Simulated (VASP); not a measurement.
# Ru (P6_3/mmc) in VASP: single point with r2SCAN

Aim: the single point of Ru with r2SCAN.

Everything below comes from runs of VASP 6.6.1. Logs are shortened: lines on timing, memory, paths and dates and some standing lists are left out, and cuts for length are marked.

## 1. The cell of the first run

The structure is hexagonal, space group P6_3/mmc (No. 194). The conventional cell has a = 2.711 Å, b = 2.711 Å, c = 4.278 Å, α = 90.00°, β = 90.00°, γ = 120.00°. Ru (site symmetry -6m2) has 12 Ru at 2.65 to 2.71 Å within 3.5 Å.

## 2. Single point, r2SCAN

Contents of POSCAR:

```
Ru
1.0
    2.7109615491      0.0000000000      0.0000000000
   -1.3554807746      2.3477615702      0.0000000000
    0.0000000000      0.0000000000      4.2776162149
Ru
2
Direct
    0.3333333333      0.6666666667      0.2500000000
    0.6666666667      0.3333333333      0.7500000000
```

Contents of INCAR.step1:

```
SYSTEM = Ru
  ALGO = Normal
  EDIFF = 1E-4
  ENCUT = 520
  GGA = PE
  ISMEAR = 0
  LASPH = .TRUE.
  LCHARG = .FALSE.
  LREAL = .FALSE.
  LWAVE = .TRUE.
  NBANDS = 21
  NELM = 60
  PREC = Accurate
  SIGMA = 0.1
```

Contents of INCAR.step2:

```
SYSTEM = Ru
  ALGO = Normal
  EDIFF = 1E-7
  ENCUT = 520
  ISIF = 2
  ISMEAR = 0
  ISTART = 1
  LASPH = .TRUE.
  LCHARG = .FALSE.
  LMIXTAU = .TRUE.
  LREAL = .FALSE.
  LWAVE = .FALSE.
  METAGGA = R2SCAN
  NBANDS = 21
  NELM = 60
  PREC = Accurate
  SIGMA = 0.1
```

Contents of KPOINTS:

```
k-points
0
G
  18 18 10
  0 0 0
```

Potentials or basis: VASP PAW PBE potentials, release 64 (Ru_pv).

On the command line:

```sh
$ cat potpaw_PBE.64/Ru_pv/POTCAR > POTCAR
$ cp INCAR.step1 INCAR
$ mpirun -np 1 vasp_std > vasp.out
$ cp INCAR.step2 INCAR
$ mpirun -np 1 vasp_std > vasp.out
```

OUTCAR:

```text
SYSTEM = Ru
   EDIFF = 1E-7
   ENCUT = 520
   ISIF = 2
   ISMEAR = 0
   ISTART = 1
   LASPH = .TRUE.
   LREAL = .FALSE.
   METAGGA = R2SCAN
   NELM = 60
   PREC = Accurate

 ion  position               nearest neighbor table
   1  0.333  0.667  0.250-   2 2.65   2 2.65   2 2.65   2 2.65   2 2.65   2 2.65
   2  0.667  0.333  0.750-   1 2.65   1 2.65   1 2.65   1 2.65   1 2.65   1 2.65

  LATTYP: Found a hexagonal cell.
 ALAT       =     2.7109615491
 C/A-ratio  =     1.5778963063

  Lattice vectors:

 A1 = (   2.7109615491,   0.0000000000,   0.0000000000)
 A2 = (  -1.3554807746,   2.3477615702,   0.0000000000)
 A3 = (   0.0000000000,   0.0000000000,   4.2776162149)

Analysis of symmetry for initial positions (statically):
=====================================================================
 Subroutine PRICEL returns:
 Original cell was already a primitive cell.

 Routine SETGRP: Setting up the symmetry group for a
 hexagonal supercell.

 Subroutine GETGRP returns: Found 24 space group operations
 (whereof 12 operations were pure point group operations)
 out of a pool of 24 trial point group operations.

The static configuration has the point symmetry D_3d.
 The point group associated with its full space group is D_6h.

Analysis of symmetry for dynamics (positions and initial velocities):
=====================================================================
 Subroutine PRICEL returns:
 Original cell was already a primitive cell.

 Routine SETGRP: Setting up the symmetry group for a
 hexagonal supercell.

 Subroutine GETGRP returns: Found 24 space group operations
 (whereof 12 operations were pure point group operations)
 out of a pool of 24 trial point group operations.

The dynamic configuration has the point symmetry D_3d.
 The point group associated with its full space group is D_6h.

 Subroutine INISYM returns: Found 24 space group operations
 (whereof 12 operations are pure point group operations),
 and found     1 'primitive' translations

----------------------------------------------------------------------------------------

                                     Primitive cell

  volume of cell :      27.2257

  direct lattice vectors                    reciprocal lattice vectors
     2.710961549  0.000000000  0.000000000     0.368872808  0.212968815  0.000000000
[... 74 lines left out ...]
   NGX,Y,Z   is equivalent  to a cutoff of  12.26, 12.26, 12.44 a.u.
   NGXF,Y,Z  is equivalent  to a cutoff of  24.53, 24.53, 24.87 a.u.
 SYSTEM =  Ru
   PREC   = accura    normal or accurate (medium, high low for compatibility)
   ISTART =      1    job   : 0-new  1-cont  2-samecut
   ICHARG =      0    charge: 1-file 2-atom 10-const
   ISPIN  =      1    spin polarized calculation?
   LNONCOLLINEAR =      F non collinear calculations
   LSORBIT =      F    spin-orbit coupling
   LASPH  =      T    aspherical Exc in radial PAW
   ENCUT  =  520.0 eV  38.22 Ry    6.18 a.u.   5.04  5.04  7.95*2*pi/ulx,y,z
   NELM   =     60;   NELMIN=  2; NELMDL=  0     # of ELM steps
   EDIFF  = 0.1E-06   stopping-criterion for ELM
   LREAL  =      F    real-space projection
   EDIFFG = 0.1E-05   stopping-criterion for IOM
   NSW    =      0    number of steps for IOM
   IBRION =     -1    ionic relax: 0-MD 1-quasi-New 2-CG
   NFREE  =      0    steps in history (QN), initial steepest desc. (CG)
   ISIF   =      2    stress and relaxation
   ISYM   =      2    0-nonsym 1-usesym 2-fastsym
   POTIM  = 0.5000    time-step for ionic-motion
   TEBEG  =    0.0;   TEEND  =   0.0 temperature during run
   PSTRESS=    0.0 pullay stress
   NELECT =      28.0000    total number of electrons
   NUPDOWN=      -1.0000    fix difference up-down
   EMIN   =  10.00;   EMAX   =-10.00  energy-range for DOS
   EFERMI =   0.00;   METHOD = LEGACY
   ISMEAR =     0;   SIGMA  =   0.10  broadening in eV -4-tet -1-fermi 0-gaus
   EFERMI_NEDOS =   21; number of points for ismear=-14 and -15
   IALGO  =     38    algorithm
   IMIX   =      4    mixing-type and parameters
     AMIX     =   0.40;   BMIX     =  1.00
     AMIX_MAG =   1.60;   BMIX_MAG =  1.00
  volume/ion in A,a.u.               =      13.61        91.86
  Fermi-wavevector in a.u.,A,eV,Ry     =   1.652473  3.122722 37.152994  2.730668
  Thomas-Fermi vector in A             =   2.741076
   LORBIT       =      0    0 simple, 1 ext, 2 COOP (PROOUT), +10 PAW based schemes
   METAGGA = R2SCAN    functional components
   LHFCALC =     F    Hartree Fock is set to
   AEXX    =    0.0000 exact exchange contribution
   IVDW    =     0    specifies the selected vdW correction
   LEPSILON=     F    determine dielectric tensor
   LRPA    =     F    only Hartree local field effects (RPA)
 non-spin polarized calculation
 Gauss-broadening in eV      SIGMA  =   0.10
  energy-cutoff  :      520.00
  volume of cell :       27.23
 maximum number of plane-waves:       754
   NGX = 11   NGY = 11   NGZ = 15

 number of electron      28.0000009 magnetization

 Free energy of the ion-electron system (eV)
  ---------------------------------------------------
  ext. energy  EPLUGINS =         0.00000000
  ---------------------------------------------------
  free energy    TOTEN  =       -50.85907632 eV

  energy without entropy =      -50.85014917  energy(sigma->0) =      -50.85461275

 E-fermi :  12.6724     XC(G=0): -15.3881

 val. band max:       12.6710345994   @ k =   0.1667   0.1111   0.3000
 cond. band min:      12.6949875555   @ k =   0.2222   0.1111   0.1000
 fundamental gap:      0.0239529562
 Fermi energy:        12.6723818403

 k-point     1 :       0.0000    0.0000    0.0000
  band No.  band energies     occupation
      1     -32.3983      2.00000
      2     -31.3999      2.00000
      3     -31.3999      2.00000
      4     -31.2157      2.00000
      5     -31.2157      2.00000
      6     -31.1681      2.00000
[... 565 lines left out ...]
     20      21.0871      0.00000
     21      24.3973      0.00000

 [... further k-points ...]
[... 5 lines left out ...]
  --------------------------------------------------------------------------------------
  -------------------------------------------------------------------------------------
  Total       -0.2688520     -0.2688520     -0.2411660      0.0000000      0.0000000      0.0000000
  in kB      -15.8213928    -15.8213928    -14.1921289      0.0000000      0.0000000      0.0000000
  external PRESSURE =     -15.2783048 kB  Pullay stress =       0.0000000 kB

 VOLUME and BASIS-vectors are now :
 -----------------------------------------------------------------------------
  energy-cutoff  :      520.00
  volume of cell :       27.23
      direct lattice vectors                 reciprocal lattice vectors
     2.710961549  0.000000000  0.000000000     0.368872808  0.212968815  0.000000000
    -1.355480775  2.347761570  0.000000000     0.000000000  0.425937630  0.000000000
     0.000000000  0.000000000  4.277616215     0.000000000  0.000000000  0.233775063

 POSITION                                       TOTAL-FORCE (eV/Angst)
 -----------------------------------------------------------------------------------
     -0.00000      1.56517      1.06940         0.000000     -0.000000      0.000000
      1.35548      0.78259      3.20821        -0.000000      0.000000      0.000000
 -----------------------------------------------------------------------------------
    total drift:                               -0.000000      0.000000     -0.000000

  FREE ENERGIE OF THE ION-ELECTRON SYSTEM (eV)
  ---------------------------------------------------
  free  energy   TOTEN  =       -50.8590763177 eV

  energy  without entropy=      -50.8501491748  energy(sigma->0) =      -50.85461275
```

OUTCAR.step1:

```text
SYSTEM = Ru
   EDIFF = 1E-4
   ENCUT = 520
   GGA = PE
   ISMEAR = 0
   LASPH = .TRUE.
   LREAL = .FALSE.
[... 799 lines left out ...]
     -0.00000      1.56517      1.06940         0.000000      0.000000      0.000000
      1.35548      0.78259      3.20821        -0.000000     -0.000000      0.000000
 -----------------------------------------------------------------------------------
    total drift:                               -0.000000      0.000000     -0.000000

  FREE ENERGIE OF THE ION-ELECTRON SYSTEM (eV)
  ---------------------------------------------------
  free  energy   TOTEN  =       -18.4683110405 eV

  energy  without entropy=      -18.4591226599  energy(sigma->0) =      -18.46371685
```

OSZICAR.step1:

```text
N       E                     dE             d eps       ncg     rms          rms(c)
DAV:   1     0.285785748751E+03    0.28579E+03   -0.17599E+04  9348   0.148E+03
DAV:   2    -0.141025828206E+02   -0.29989E+03   -0.29070E+03  9569   0.443E+02
DAV:   3    -0.197720174072E+02   -0.56694E+01   -0.56335E+01 10854   0.684E+01
DAV:   4    -0.198145649991E+02   -0.42548E-01   -0.42489E-01 11947   0.566E+00
DAV:   5    -0.198150484574E+02   -0.48346E-03   -0.48066E-03 10565   0.544E-01    0.176E+01
DAV:   6    -0.185509503852E+02    0.12641E+01   -0.28480E+00 10674   0.165E+01    0.471E+00
DAV:   7    -0.184757492732E+02    0.75201E-01   -0.39791E-01 10749   0.472E+00    0.106E+00
DAV:   8    -0.184685559039E+02    0.71934E-02   -0.17660E-02 10200   0.106E+00    0.291E-01
DAV:   9    -0.184683011114E+02    0.25479E-03   -0.72594E-04 10640   0.285E-01    0.339E-02
DAV:  10    -0.184683110405E+02   -0.99291E-05   -0.51239E-05  6147   0.753E-02
   1 F= -.18468311E+02 E0= -.18463717E+02  d E =-.918838E-02
```

Wall time 5.5 min (1 thread of AMD EPYC 7R13 (Zen 3), shared host); peak memory 0.18 GiB.

Results:

| Item | Value |
| --- | --- |
| Free energy | -50.8591 eV |
| Pressure | -1.5 GPa |
| Band gap on the k mesh | zero (band 14 reaches 14.22 eV, above the bottom of band 15 at 10.97 eV) |

Levels at points of the mesh, in eV from the Fermi level:
| k point | band 12 | band 13 | band 14 | band 15 | band 16 | band 17 |
| --- | --- | --- | --- | --- | --- | --- |
| (0.00, 0.00, 0.00) | -1.98 | -1.98 | -1.47 | -1.47 | 1.23 | 1.23 |
| (0.50, 0.00, 0.00) | -1.87 | -1.55 | 1.47 | 1.90 | 2.00 | 4.22 |
| (0.00, 0.00, 0.50) | -2.87 | -2.79 | -2.79 | 0.57 | 0.57 | 0.57 |
| (0.50, 0.00, 0.50) | -1.11 | 0.47 | 0.47 | 1.73 | 1.73 | 3.53 |

Caveat: the PAW data sets were made with another functional, which shifts forces and pressure a little.
